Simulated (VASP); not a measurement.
# Os (P6_3/mmc) in VASP: notebook, part 2 of 2

VASP 6.6.1. Earlier steps stand in the parts before.

**4. Single point, BLYP**

This run uses another cell than the first one, of 14.91 Å³/atom.

Input file INCAR:

```
PREC = Accurate ; ENCUT = 520
EDIFF = 1E-7 ; ISMEAR = -1
SIGMA = 0.1 ; LREAL = F
LASPH = T ; NELM = 100
ALGO = Normal ; ISIF = 2
LWAVE = F ; LCHARG = T
GGA = B5 ; ALDAX = 1.0
AGGAX = 1.0 ; AGGAC = 1.0
ALDAC = 0.0 ; LELF = T
LVHAR = T ; NBANDS = 15
```

Input file KPOINTS:

```
regular mesh
0
Gamma
  13 13 7
```

Input file POSCAR:

```
Os
1.0
    2.7979514778      0.0000000000      0.0000000000
   -1.3989757389      2.4230970584      0.0000000000
    0.0000000000      0.0000000000      4.3983000374
Os
2
Direct
    0.3333333333      0.6666666667      0.2500000000
    0.6666666667      0.3333333333      0.7500000000
```

Potentials or basis: VASP PAW PBE potentials, release 64 (Os).

Started as:

```
> cat potpaw_PBE.64/Os/POTCAR > POTCAR
> mpirun -np 1 vasp_std > vasp.out
```

OUTCAR:

```text
PREC = Accurate
   ENCUT = 520
   EDIFF = 1E-7
   ISMEAR = -1
   LREAL = F
   LASPH = T
   NELM = 100
   ISIF = 2
   GGA = B5

 ion  position               nearest neighbor table
   1  0.333  0.667  0.250-   2 2.73   2 2.73   2 2.73   2 2.73   2 2.73   2 2.73
   2  0.667  0.333  0.750-   1 2.73   1 2.73   1 2.73   1 2.73   1 2.73   1 2.73

  LATTYP: Found a hexagonal cell.
 ALAT       =     2.7979514778
 C/A-ratio  =     1.5719715200

  Lattice vectors:

 A1 = (   2.7979514778,   0.0000000000,   0.0000000000)
 A2 = (  -1.3989757389,   2.4230970584,   0.0000000000)
 A3 = (   0.0000000000,   0.0000000000,   4.3983000374)

Analysis of symmetry for initial positions (statically):
=====================================================================
 Subroutine PRICEL returns:
 Original cell was already a primitive cell.

 Routine SETGRP: Setting up the symmetry group for a
 hexagonal supercell.

 Subroutine GETGRP returns: Found 24 space group operations
 (whereof 12 operations were pure point group operations)
 out of a pool of 24 trial point group operations.

The static configuration has the point symmetry D_3d.
 The point group associated with its full space group is D_6h.

Analysis of symmetry for dynamics (positions and initial velocities):
=====================================================================
 Subroutine PRICEL returns:
 Original cell was already a primitive cell.

 Routine SETGRP: Setting up the symmetry group for a
 hexagonal supercell.

 Subroutine GETGRP returns: Found 24 space group operations
 (whereof 12 operations were pure point group operations)
 out of a pool of 24 trial point group operations.

The dynamic configuration has the point symmetry D_3d.
 The point group associated with its full space group is D_6h.

 Subroutine INISYM returns: Found 24 space group operations
 (whereof 12 operations are pure point group operations),
 and found     1 'primitive' translations

[... 118 lines left out ...]
   LORBIT       =      0    0 simple, 1 ext, 2 COOP (PROOUT), +10 PAW based schemes
   GGA     = B5    functional components
   LHFCALC =     F    Hartree Fock is set to
   AEXX    =    0.0000 exact exchange contribution
   IVDW    =     0    specifies the selected vdW correction
   LEPSILON=     F    determine dielectric tensor
   LRPA    =     F    only Hartree local field effects (RPA)
 non-spin polarized calculation
  energy-cutoff  :      520.00
  volume of cell :       29.82
 maximum number of plane-waves:       813
 NGX is ok and might be reduce to    24
   NGX = 11   NGY = 11   NGZ = 17

 number of electron      15.9999998 magnetization

 Free energy of the ion-electron system (eV)
  ---------------------------------------------------
  ext. energy  EPLUGINS =         0.00000000
  ---------------------------------------------------
  free energy    TOTEN  =       -19.33566616 eV

  energy without entropy =      -19.29306208  energy(sigma->0) =      -19.31436412

 E-fermi :   9.1872     XC(G=0): -12.9844

 val. band max:        9.1822660155   @ k =   0.3077   0.3077   0.2857
 cond. band min:       9.2725103123   @ k =   0.3846   0.2308   0.2857
 fundamental gap:      0.0902442968
 Fermi energy:         9.1871707577

 k-point     1 :       0.0000    0.0000    0.0000
  band No.  band energies     occupation
      1      -1.0551      2.00000
      2       1.9946      2.00000
      3       6.3313      2.00000
      4       6.3313      2.00000
      5       6.6051      2.00000
      6       7.0900      2.00000
      7       7.0900      2.00000
      8       7.6262      2.00000
      9       7.6262      2.00000
     10       9.5294      0.06320
     11      10.6436      0.00000
     12      10.6436      0.00000
     13      17.5675      0.00000
     14      23.4954      0.00000
[... 401 lines left out ...]
      2       2.7491      2.00000
      3       5.4463      2.00000
      4       5.9492      2.00000
      5       6.5042      2.00000
      6       6.6980      2.00000
      7       7.4310      2.00000
      8       7.5144      2.00000
      9       7.8423      2.00000
     10       8.1641      1.99993
     11      10.9241      0.00000
     12      13.0065      0.00000
     13      18.7503      0.00000
     14      24.4778      0.00000
     15      26.3458      0.00000

 [... further k-points ...]
[... 5 lines left out ...]
  --------------------------------------------------------------------------------------
  -------------------------------------------------------------------------------------
  Total        0.4725705      0.4725705      0.5062843      0.0000000      0.0000000      0.0000000
  in kB       25.3910893     25.3910893     27.2025225      0.0000000      0.0000000      0.0000000
  external PRESSURE =      25.9949004 kB  Pullay stress =       0.0000000 kB

 VOLUME and BASIS-vectors are now :
 -----------------------------------------------------------------------------
  energy-cutoff  :      520.00
  volume of cell :       29.82
      direct lattice vectors                 reciprocal lattice vectors
     2.797951478  0.000000000  0.000000000     0.357404340  0.206347492  0.000000000
    -1.398975739  2.423097058  0.000000000     0.000000000  0.412694983  0.000000000
     0.000000000  0.000000000  4.398300037     0.000000000  0.000000000  0.227360569

 POSITION                                       TOTAL-FORCE (eV/Angst)
 -----------------------------------------------------------------------------------
     -0.00000      1.61540      1.09958        -0.000000      0.000000      0.000000
      1.39898      0.80770      3.29873         0.000000     -0.000000      0.000000
 -----------------------------------------------------------------------------------
    total drift:                               -0.000000      0.000000     -0.000000

  FREE ENERGIE OF THE ION-ELECTRON SYSTEM (eV)
  ---------------------------------------------------
  free  energy   TOTEN  =       -19.3356661576 eV

  energy  without entropy=      -19.2930620757  energy(sigma->0) =      -19.31436412
```

stdout:

```text
POSCAR found type information on POSCAR Os
 POSCAR found :  1 types and       2 ions
 scaLAPACK will be used
 -----------------------------------------------------------------------------
|                                                                             |
|                                                                             |
|     You enforced a specific xc type in the INCAR file but a different       |
|     I HOPE YOU KNOW WHAT YOU ARE DOING!                                     |
|                                                                             |
 -----------------------------------------------------------------------------

 LDA part: xc-table for (Slater(with rela. corr.)+VWN5), standard interpolation
 POSCAR, INCAR and KPOINTS ok, starting setup
 FFT: planning ... GRIDC
 FFT: planning ... GRID_SOFT
 FFT: planning ... GRID
 WAVECAR not read
 entering main loop
```

Run time: 22 s. Hardware: 1 thread of Intel Xeon 6975P-C (Granite Rapids), shared host; peak memory 0.17 GiB.

What came out:

```
Free energy            : -19.3357 eV
Pressure               : 2.6 GPa
Band gap on the k mesh : zero (bands 8 and 9 overlap by 3.46 eV)
```

Stress tensor (GPa, compression positive):
```
2.54 0.00 0.00
0.00 2.54 0.00
0.00 0.00 2.72
```

Caveat: the PAW data sets were made with another functional, which shifts forces and pressure a little; spin-orbit coupling is left out, which moves the levels of the heavy elements.

**5. Relaxation of cell and atoms, BLYP**

This run uses another cell than the first one, of 13.99 Å³/atom.

Input file INCAR:

```
PREC = Accurate
ENCUT = 600
EDIFF = 1E-6
ISMEAR = -1
SIGMA = 0.1
LREAL = False
LASPH = True
NELM = 60
ALGO = Normal
ISIF = 3
LWAVE = False
LCHARG = False
GGA = B5
ALDAX = 1.0
AGGAX = 1.0
AGGAC = 1.0
ALDAC = 0.0
IBRION = 2
NSW = 80
EDIFFG = -0.01
```

Input file KPOINTS:

```
Automatic mesh
0
Gamma
  13 13 7
```

Input file POSCAR:

```
Os
1.0
    2.7351988376      0.0000000000      0.0000000000
   -1.3675994188      2.3687516778      0.0000000000
    0.0000000000      0.0000000000      4.3190000000
Os
2
Direct
    0.3333333333      0.6666666667      0.2500000000
    0.6666666667      0.3333333333      0.7500000000
```

Potentials or basis: VASP PAW PBE potentials, release 64 (Os).

Started as:

```
> cat potpaw_PBE.64/Os/POTCAR > POTCAR
> mpirun -np 1 vasp_std > vasp.out
```

OUTCAR:

```text
PREC = Accurate
   ENCUT = 600
   EDIFF = 1E-6
   ISMEAR = -1
   LREAL = False
   LASPH = True
   NELM = 60
   ISIF = 3
   GGA = B5
   IBRION = 2
   NSW = 80
   EDIFFG = -0.01

 ion  position               nearest neighbor table
   1  0.333  0.667  0.250-   2 2.68   2 2.68   2 2.68   2 2.68   2 2.68   2 2.68
   2  0.667  0.333  0.750-   1 2.68   1 2.68   1 2.68   1 2.68   1 2.68   1 2.68

  LATTYP: Found a hexagonal cell.
 ALAT       =     2.7351988376
 C/A-ratio  =     1.5790442511

  Lattice vectors:

 A1 = (   2.7351988376,   0.0000000000,   0.0000000000)
 A2 = (  -1.3675994188,   2.3687516778,   0.0000000000)
 A3 = (   0.0000000000,   0.0000000000,   4.3190000000)

Analysis of symmetry for initial positions (statically):
=====================================================================
 Subroutine PRICEL returns:
 Original cell was already a primitive cell.

 Routine SETGRP: Setting up the symmetry group for a
 hexagonal supercell.

 Subroutine GETGRP returns: Found 24 space group operations
 (whereof 12 operations were pure point group operations)
 out of a pool of 24 trial point group operations.

The static configuration has the point symmetry D_3d.
 The point group associated with its full space group is D_6h.

Analysis of symmetry for dynamics (positions and initial velocities):
=====================================================================
 Subroutine PRICEL returns:
 Original cell was already a primitive cell.

 Routine SETGRP: Setting up the symmetry group for a
 hexagonal supercell.

 Subroutine GETGRP returns: Found 24 space group operations
 (whereof 12 operations were pure point group operations)
 out of a pool of 24 trial point group operations.

The dynamic configuration has the point symmetry D_3d.
 The point group associated with its full space group is D_6h.

 Subroutine INISYM returns: Found 24 space group operations
 (whereof 12 operations are pure point group operations),
 and found     1 'primitive' translations

----------------------------------------------------------------------------------------

                                     Primitive cell

  volume of cell :      27.9828

  direct lattice vectors                    reciprocal lattice vectors
     2.735198838  0.000000000  0.000000000     0.365604133  0.211081645  0.000000000
[... 115 lines left out ...]
   LEPSILON=     F    determine dielectric tensor
   LRPA    =     F    only Hartree local field effects (RPA)
 conjugate gradient relaxation of ions
 non-spin polarized calculation
  energy-cutoff  :      600.00
  volume of cell :       27.98
 maximum number of plane-waves:       965
 NGX is ok and might be reduce to    24
   NGX = 11   NGY = 11   NGZ = 17

--------------------------------------- Ionic step        1  -------------------------------------------

 number of electron      16.0000001 magnetization

 Free energy of the ion-electron system (eV)
  ---------------------------------------------------
  ext. energy  EPLUGINS =         0.00000000
  ---------------------------------------------------
  free energy    TOTEN  =       -19.16073353 eV

  energy without entropy =      -19.12303837  energy(sigma->0) =      -19.14188595

 E-fermi :  10.1466     XC(G=0): -13.3423

 val. band max:       10.1101674965   @ k =   0.3077   0.3077   0.2857
 cond. band min:      10.2170089220   @ k =   0.3846   0.2308   0.2857
 fundamental gap:      0.1068414255
 Fermi energy:        10.1466350239

 k-point     1 :       0.0000    0.0000    0.0000
  band No.  band energies     occupation
      1      -0.6676      2.00000
      2       2.3505      2.00000
      3       7.0053      2.00000
      4       7.0053      2.00000
      5       7.2579      2.00000
      6       7.8377      2.00000
      7       7.8377      2.00000
      8       8.4796      2.00000
      9       8.4796      2.00000
     10      10.4333      0.10764
     11      11.7543      0.00000
     12      11.7543      0.00000
[... 446 lines left out ...]
  FREE ENERGIE OF THE ION-ELECTRON SYSTEM (eV)
  ---------------------------------------------------
  free  energy   TOTEN  =       -19.3330044853 eV

  energy  without entropy=      -19.2886723033  energy(sigma->0) =      -19.31083839

[... ionic steps 4 to 7 ...]

--------------------------------------- Ionic step        8  -------------------------------------------

 number of electron      15.9999999 magnetization

------------------------ aborting loop because EDIFF is reached ----------------------------------------
[... 67 lines left out ...]
--------------------------------------- Ionic step       10  -------------------------------------------

 number of electron      15.9999999 magnetization

 Free energy of the ion-electron system (eV)
  ---------------------------------------------------
  ext. energy  EPLUGINS =         0.00000000
  ---------------------------------------------------
  free energy    TOTEN  =       -19.33656179 eV

  energy without entropy =      -19.29333756  energy(sigma->0) =      -19.31494968

 E-fermi :   9.0775     XC(G=0): -12.9425

 val. band max:        9.0746958878   @ k =   0.3077   0.3077   0.2857
 cond. band min:       9.1634615290   @ k =   0.3846   0.2308   0.2857
 fundamental gap:      0.0887656412
 Fermi energy:         9.0774808334

 k-point     1 :       0.0000    0.0000    0.0000
  band No.  band energies     occupation
      1      -1.0987      2.00000
      2       1.9529      2.00000
      3       6.2545      2.00000
      4       6.2545      2.00000
      5       6.5256      2.00000
      6       7.0039      2.00000
      7       7.0039      2.00000
      8       7.5323      2.00000
      9       7.5323      2.00000
     10       9.4230      0.06122
     11      10.5174      0.00000
     12      10.5174      0.00000
[... 374 lines left out ...]
  FREE ENERGIE OF THE ION-ELECTRON SYSTEM (eV)
  ---------------------------------------------------
  free  energy   TOTEN  =       -19.3365617928 eV

  energy  without entropy=      -19.2933375599  energy(sigma->0) =      -19.31494968

 reached required accuracy - stopping structural energy minimisation
```

OSZICAR:

```text
N       E                     dE             d eps       ncg     rms          rms(c)
DAV:   1     0.125683294192E+03    0.12568E+03   -0.83654E+03  2016   0.144E+03
DAV:   2    -0.111956152404E+02   -0.13688E+03   -0.12466E+03  2060   0.428E+02
[... 71 lines left out ...]
   9 F= -.19336530E+02 E0= -.19314877E+02  d E =0.288238E-04
       N       E                     dE             d eps       ncg     rms          rms(c)
DAV:   1    -0.193366143903E+02   -0.85109E-04   -0.14703E-03  2016   0.323E-01    0.883E-02
DAV:   2    -0.193365693771E+02    0.45013E-04   -0.57324E-05  2052   0.781E-02    0.358E-02
DAV:   3    -0.193365616124E+02    0.77647E-05   -0.32745E-05  2712   0.586E-02    0.539E-03
DAV:   4    -0.193365617928E+02   -0.18044E-06   -0.44938E-07  1020   0.551E-03
  10 F= -.19336562E+02 E0= -.19314950E+02  d E =-.334069E-05
```

Run time: 97 s. Hardware: 1 thread of Intel Xeon 6975P-C (Granite Rapids), shared host; peak memory 0.18 GiB.

Results:

```yaml
Free_energy: -19.3366 eV
Relaxed_volume: 15.02 Å³/atom
Relaxed_cell: a = 2.805 Å, b = 2.805 Å, c = 4.409 Å, α = 90.00°, β = 90.00°, γ = 120.00°
Space_group_after_relaxing_to_0.1_Å: P6_3/mmc (No. 194)
Pressure_after_relaxing: 0.0 GPa
Band_gap_on_the_k_mesh: zero (bands 8 and 9 overlap by 3.42 eV)
```

Final structure:
```
Os
1.0
     2.80509    0.00000    0.00000
    -1.40255    2.42928    0.00000
     0.00000    0.00000    4.40897
Os
2
Direct
  0.33333 0.66667 0.25000
  0.66667 0.33333 0.75000
```

Caveat: the PAW data sets were made with another functional, which shifts forces and pressure a little; spin-orbit coupling is left out, which moves the levels of the heavy elements.

**6. Overview**

| task | spin | cell | k mesh | cutoff (eV) | gap on the mesh (eV) | pressure (GPa) |
| --- | --- | --- | --- | --- | --- | --- |
| single point | off | a = 2.906, b = 2.906, c = 4.568 Å, angles 90.0, 90.0, 120.0°, 2 atoms | 21 × 21 × 12 | 520 | none | -28.0 |
| single point | non-collinear, zero start, SOC | a = 2.798, b = 2.798, c = 4.398 Å, angles 90.0, 90.0, 120.0°, 2 atoms | 13 × 13 × 7 | 520 | - | 3.1 |
| single point | off | a = 2.798, b = 2.798, c = 4.398 Å, angles 90.0, 90.0, 120.0°, 2 atoms | 13 × 13 × 7 | 520 | none | 2.6 |
| relaxation of cell and atoms | off | relaxed from a = 2.735, b = 2.735, c = 4.319 Å, angles 90.0, 90.0, 120.0°, 2 atoms | 13 × 13 × 7 | 600 | none | 0.0 |

Alike in all rows: level BLYP; potentials or basis VASP PAW PBE potentials, release 64 (Os); smearing fermi-dirac 0.1 eV.

Caveats: the PAW data sets were made with another functional, which shifts forces and pressure a little; spin-orbit coupling is left out, which moves the levels of the heavy elements (at least some runs); the cell stands under tension (at least some runs); the cell stands under pressure (at least some runs).

Total energies depend on the potentials used, so only differences within one code and one set of settings carry meaning.
